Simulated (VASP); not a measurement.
A run of VASP 6.6.1:

Contents of INCAR:

```
SYSTEM = Ta
PREC     = Accurate       ! precision mode
ENCUT    = 600            ! plane-wave cutoff, eV
EDIFF    = 1E-6           ! SCF threshold, eV
ISMEAR   = -1             ! smearing method
SIGMA    = 0.05           ! smearing width, eV
LREAL    = .FALSE.        ! projectors in reciprocal space
LASPH    = .TRUE.         ! aspherical terms in the spheres
NELM     = 100            ! most SCF steps
ALGO     = Normal         ! electronic algorithm
ISIF     = 3              ! what is computed and relaxed
LWAVE    = .FALSE.        ! write WAVECAR
LCHARG   = .FALSE.        ! write CHGCAR
GGA      = PE             ! functional
IBRION   = 2              ! ionic algorithm
NSW      = 32             ! ionic steps
EDIFFG   = -0.005         ! ionic threshold
PSTRESS  = 2700.0
```

The input KPOINTS:

```
Automatic mesh
0
G
  9 9 13
  0 0 0
```

Contents of POSCAR:

```
Ta
1.0
    4.0473393231      0.0000000000      0.0000000000
   -2.0236696616      3.5050986716      0.0000000000
    0.0000000000      0.0000000000      2.3193183419
Ta
3
Direct
    0.0000000000      0.0000000000      0.0000000000
    0.3333333333      0.6666666667      0.5000000000
    0.6666666667      0.3333333333      0.5000000000
```

Potentials or basis: VASP PAW PBE potentials, release 64 (Ta_pv).

The run is started by

```bash
$ cat potpaw_PBE.64/Ta_pv/POTCAR > POTCAR
$ mpirun -np 1 vasp_std > vasp.out
```

Hardware: 1 thread of Intel(R) Xeon(R) Platinum 8488C (Sapphire Rapids) (shared host).

Task: How long does it take, and how much memory?

Result: Wall time 100 s on 1 thread of Intel(R) Xeon(R) Platinum 8488C (Sapphire Rapids), with other jobs on the host, peak memory 0.2 GiB. Counts: scf iterations 40, k points 84, ion steps 6.
